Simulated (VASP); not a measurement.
# Be3Si (Cm) in VASP: single point with PBEsol

Aim: the single point of Be3Si with PBEsol.

Everything below comes from runs of VASP 6.6.1. Logs are shortened: lines on timing, memory, paths and dates and some standing lists are left out, and cuts for length are marked.

### 1 The cell of the first run

It takes space group Cm (No. 8, monoclinic). Conventional cell: a = 7.688 Å, b = 3.383 Å, c = 3.512 Å, α = 90.00°, β = 115.46°, γ = 90.00°. Within 3.1 Å of Be (site symmetry m) lie 8 Be at 2.35 to 2.60 Å and 4 Si at 2.40 to 2.53 Å. Within 3.1 Å of Be (site symmetry m) lie 4 Si at 2.37 to 2.48 Å and 8 Be at 2.40 to 2.56 Å. Be (site symmetry m) has 4 Si at 2.35 to 2.53 Å and 8 Be at 2.35 to 2.60 Å within 3.1 Å. Within 3.1 Å of Si (site symmetry m) lie 12 Be at 2.35 to 2.53 Å.

### 2 Single point, PBEsol (strained and its atoms moved)

Contents of INCAR:

```
SYSTEM = Be3Si
PREC     = Accurate       ! precision mode
ENCUT    = 520            ! plane-wave cutoff, eV
EDIFF    = 1E-6           ! SCF threshold, eV
ISMEAR   = 0              ! smearing method
SIGMA    = 0.1            ! smearing width, eV
LREAL    = .False.        ! projectors in reciprocal space
LASPH    = .True.         ! aspherical terms in the spheres
NELM     = 100            ! most SCF steps
ALGO     = Fast           ! electronic algorithm
ISIF     = 2              ! what is computed and relaxed
LWAVE    = .False.        ! write WAVECAR
LCHARG   = .False.        ! write CHGCAR
GGA      = PS             ! functional
NBANDS   = 13             ! bands
```

Contents of KPOINTS:

```
regular mesh
0
Gamma
  16 16 16
  0 0 0
```

Contents of POSCAR:

```
Be3Si
1.0
   -1.8078094846      1.6916656371      3.4978714798
    1.7037462414     -1.6916656371      3.4460222734
    1.8078094846      1.6916656371     -3.4978714798
Be Si
3 1
Direct
    0.7507267989      0.2432402483      0.4925134494
    0.2437200609      0.7334331860      0.4897131251
    0.5002084758      0.5270048165      0.0267963407
    0.0053446643     -0.0036782508     -0.0090229151
```

Potentials or basis: VASP PAW PBE potentials, release 64 (Be, Si).

The run is started by

```bash
cat potpaw_PBE.64/Be/POTCAR potpaw_PBE.64/Si/POTCAR > POTCAR
mpirun -np 1 vasp_std > vasp.out
```

OUTCAR:

```text
SYSTEM = Be3Si
   PREC = Accurate
   ENCUT = 520
   EDIFF = 1E-6
   ISMEAR = 0
   LREAL = .False.
   LASPH = .True.
   NELM = 100
   ISIF = 2
   GGA = PS

 ion  position               nearest neighbor table
   1  0.751  0.243  0.493-   3 2.35   4 2.40   4 2.40   4 2.45   4 2.53
   2  0.244  0.733  0.490-   4 2.37   4 2.45   4 2.48   4 2.48
   3  0.500  0.527  0.027-   4 2.35   4 2.35   1 2.35   4 2.53   4 2.53
   4  0.005  0.996  0.991-   3 2.35   3 2.35   2 2.37   1 2.40   1 2.40   1 2.45   2 2.45   2 2.48
                             2 2.48   3 2.53   3 2.53   1 2.53

  LATTYP: Found a base centered monoclinic cell.
 ALAT       =     7.6883862452
 B/A-ratio  =     0.4400574017
 C/A-ratio  =     0.4567848672
 COS(beta)  =    -0.4299171398

  Lattice vectors:

 A1 = (  -1.7037462414,  -1.6916656371,  -3.4460222734)
 A2 = (  -1.7037462414,   1.6916656371,  -3.4460222734)
 A3 = (   3.5115557260,   0.0000000000,  -0.0518492064)

Analysis of symmetry for initial positions (statically):
=====================================================================
 Subroutine PRICEL returns:
 Original cell was already a primitive cell.

 Routine SETGRP: Setting up the symmetry group for a
 base centered monoclinic supercell.

 Subroutine GETGRP returns: Found  2 space group operations
 (whereof  2 operations were pure point group operations)
 out of a pool of  4 trial point group operations.

The static configuration has the point symmetry C_1h.

Analysis of symmetry for dynamics (positions and initial velocities):
=====================================================================
 Subroutine PRICEL returns:
 Original cell was already a primitive cell.

 Routine SETGRP: Setting up the symmetry group for a
 base centered monoclinic supercell.

 Subroutine GETGRP returns: Found  2 space group operations
 (whereof  2 operations were pure point group operations)
 out of a pool of  4 trial point group operations.

The dynamic configuration has the point symmetry C_1h.

 Subroutine INISYM returns: Found  2 space group operations
 (whereof  2 operations are pure point group operations),
 and found     1 'primitive' translations

----------------------------------------------------------------------------------------

                                     Primitive cell

  volume of cell :      41.2402

  direct lattice vectors                    reciprocal lattice vectors
    -1.807809485  1.691665637  3.497871480     0.002126844  0.295566682  0.144043294
     1.703746241 -1.691665637  3.446022273     0.286963937  0.000000000  0.148311946
     1.807809485  1.691665637 -3.497871480     0.284837093  0.295566682  0.004268653

[... 103 lines left out ...]
   EFERMI_NEDOS =   21; number of points for ismear=-14 and -15
   IALGO  =     68    algorithm
   IMIX   =      4    mixing-type and parameters
     AMIX     =   0.40;   BMIX     =  1.00
     AMIX_MAG =   1.60;   BMIX_MAG =  1.00
  volume/ion in A,a.u.               =      10.31        69.58
  Fermi-wavevector in a.u.,A,eV,Ry     =   1.020864  1.929153 14.179488  1.042163
  Thomas-Fermi vector in A             =   2.154457
   LORBIT       =      0    0 simple, 1 ext, 2 COOP (PROOUT), +10 PAW based schemes
   GGA     = PS    functional components
   LHFCALC =     F    Hartree Fock is set to
   AEXX    =    0.0000 exact exchange contribution
   IVDW    =     0    specifies the selected vdW correction
   LEPSILON=     F    determine dielectric tensor
   LRPA    =     F    only Hartree local field effects (RPA)
 non-spin polarized calculation
 RMM-DIIS sequential band-by-band and
 Gauss-broadening in eV      SIGMA  =   0.10
  energy-cutoff  :      520.00
  volume of cell :       41.24
 maximum number of plane-waves:      1131
   NGX = 15   NGY = 15   NGZ = 15

 number of electron      10.0000000 magnetization

 Free energy of the ion-electron system (eV)
  ---------------------------------------------------
  ext. energy  EPLUGINS =         0.00000000
  ---------------------------------------------------
  free energy    TOTEN  =       -16.69201635 eV

  energy without entropy =      -16.68674428  energy(sigma->0) =      -16.68938031

 E-fermi :   7.5527     XC(G=0): -10.5613

 val. band max:        7.5524221547   @ k =   0.3125   0.0000   0.2500
 cond. band min:       7.5540425846   @ k =  -0.1250   0.3125   0.0625
 fundamental gap:      0.0016204298
 Fermi energy:         7.5526811201

 k-point     1 :       0.0000    0.0000    0.0000
  band No.  band energies     occupation
      1      -4.8878      2.00000
      2       4.2195      2.00000
      3       6.5854      2.00000
      4       7.2651      1.99995
      5       7.3813      1.98461
      6       8.1286      0.00000
      7       8.2407      0.00000
      8       8.6822      0.00000
      9       9.7847      0.00000
     10      11.8841      0.00000
     11      14.4116      0.00000
     12      14.8247      0.00000
     13      15.2492      0.00000
[... 354 lines left out ...]
  band No.  band energies     occupation
      1      -4.6731      2.00000
      2       4.3258      2.00000
      3       5.5138      2.00000
      4       6.1040      2.00000
      5       6.7880      2.00000
      6       7.6621      0.12192
      7       8.5781      0.00000
      8      10.0965      0.00000
      9      11.3326      0.00000
     10      12.5119      0.00000
     11      13.3715      0.00000
     12      14.9541      0.00000
     13      15.0856      0.00000

 [... further k-points ...]

------------------------ aborting loop because EDIFF is reached ----------------------------------------

  FORCE on cell =-STRESS in cart. coord.  units (eV):
  Direction    XX          YY          ZZ          XY          YZ          ZX
  --------------------------------------------------------------------------------------
  -------------------------------------------------------------------------------------
  Total       -2.2949883     -0.1980813     -1.5127723      0.0000000     -0.0000000      0.2268633
  in kB      -89.1599880     -7.6954307    -58.7710008      0.0000000     -0.0000000      8.8136081
  external PRESSURE =     -51.8754732 kB  Pullay stress =       0.0000000 kB

 VOLUME and BASIS-vectors are now :
 -----------------------------------------------------------------------------
  energy-cutoff  :      520.00
  volume of cell :       41.24
      direct lattice vectors                 reciprocal lattice vectors
    -1.807809485  1.691665637  3.497871480     0.002126844  0.295566682  0.144043294
     1.703746241 -1.691665637  3.446022273     0.286963937  0.000000000  0.148311946
     1.807809485  1.691665637 -3.497871480     0.284837093  0.295566682  0.004268653

 POSITION                                       TOTAL-FORCE (eV/Angst)
 -----------------------------------------------------------------------------------
     -0.05238      1.69167      1.74141        -0.022331      0.000000      0.100283
      1.69429      0.00000      1.66697         0.131916     -0.000000      0.206213
      0.04204     -0.00000      3.47201        -0.395390     -0.000000     -0.021703
      3.47932      0.00000     -0.01427         0.285805     -0.000000     -0.284793
 -----------------------------------------------------------------------------------
    total drift:                               -0.000167      0.000000      0.000100

  FREE ENERGIE OF THE ION-ELECTRON SYSTEM (eV)
  ---------------------------------------------------
  free  energy   TOTEN  =       -16.6920163454 eV

  energy  without entropy=      -16.6867442825  energy(sigma->0) =      -16.68938031
```

OSZICAR:

```text
N       E                     dE             d eps       ncg     rms          rms(c)
DAV:   1     0.310480389064E+01    0.31048E+01   -0.39946E+03 28556   0.619E+02
DAV:   2    -0.161075600522E+02   -0.19212E+02   -0.18192E+02 37279   0.105E+02
DAV:   3    -0.167835073096E+02   -0.67595E+00   -0.66905E+00 39285   0.151E+01
DAV:   4    -0.167881635347E+02   -0.46562E-02   -0.46538E-02 34237   0.155E+00
DAV:   5    -0.167882164314E+02   -0.52897E-04   -0.52894E-04 39633   0.149E-01    0.389E+00
RMM:   6    -0.167151455356E+02    0.73071E-01   -0.34831E-02 29592   0.797E-01    0.218E+00
RMM:   7    -0.166933537248E+02    0.21792E-01   -0.30589E-02 31787   0.721E-01    0.309E-01
RMM:   8    -0.166920410702E+02    0.13127E-02   -0.27826E-03 33275   0.333E-01    0.731E-02
RMM:   9    -0.166920198185E+02    0.21252E-04   -0.30598E-04 37137   0.115E-01    0.754E-02
RMM:  10    -0.166920186348E+02    0.11837E-05   -0.48178E-05 34869   0.522E-02    0.228E-02
RMM:  11    -0.166920162260E+02    0.24088E-05   -0.80767E-06 38369   0.230E-02    0.958E-03
RMM:  12    -0.166920163454E+02   -0.11940E-06   -0.16093E-06 29880   0.113E-02
   1 F= -.16692016E+02 E0= -.16689380E+02  d E =-.527206E-02
```

Run time: 4.3 min. Hardware: 1 thread of AMD EPYC 9R45 (Zen 5), shared host; peak memory 0.57 GiB.

Results:

* Free energy: -16.6920 eV
* Pressure: -5.2 GPa
* Largest force: 0.403 eV/Å
* Band gap on the k mesh: zero (bands 5 and 6 overlap by 4.70 eV)

Forces in eV/Å, atoms in the order of the input:
```
Be  -0.022  0.000  0.100
Be   0.132  0.000  0.206
Be  -0.395  0.000 -0.022
Si   0.286  0.000 -0.285
```

Stress tensor (GPa, compression positive):
```
-8.92  0.00  0.88
 0.00 -0.77  0.00
 0.88  0.00 -5.88
```

Levels at points of the mesh, in eV from the Fermi level:
| k point | band 3 | band 4 | band 5 | band 6 | band 7 | band 8 |
| --- | --- | --- | --- | --- | --- | --- |
| (0.00, 0.00, 0.00) | -0.97 | -0.29 | -0.17 | 0.58 | 0.69 | 1.13 |
| (0.50, 0.00, 0.00) | -3.71 | -3.36 | 0.00 | 0.67 | 2.78 | 4.52 |
| (0.00, 0.50, 0.00) | -4.13 | -3.57 | 0.28 | 1.13 | 3.31 | 5.36 |
| (0.50, 0.50, 0.00) | -5.66 | -4.97 | -3.09 | -1.43 | 2.44 | 2.99 |
| (0.50, 0.00, 0.50) | -3.78 | -3.23 | 0.54 | 1.16 | 3.52 | 5.45 |
| (0.50, 0.50, 0.50) | -3.44 | -2.79 | 0.49 | 1.59 | 6.29 | 7.49 |

Caveat: the cell differs from its parent crystal (strained and its atoms moved); the cell stands under tension; the PAW data sets were made with another functional, which shifts forces and pressure a little.
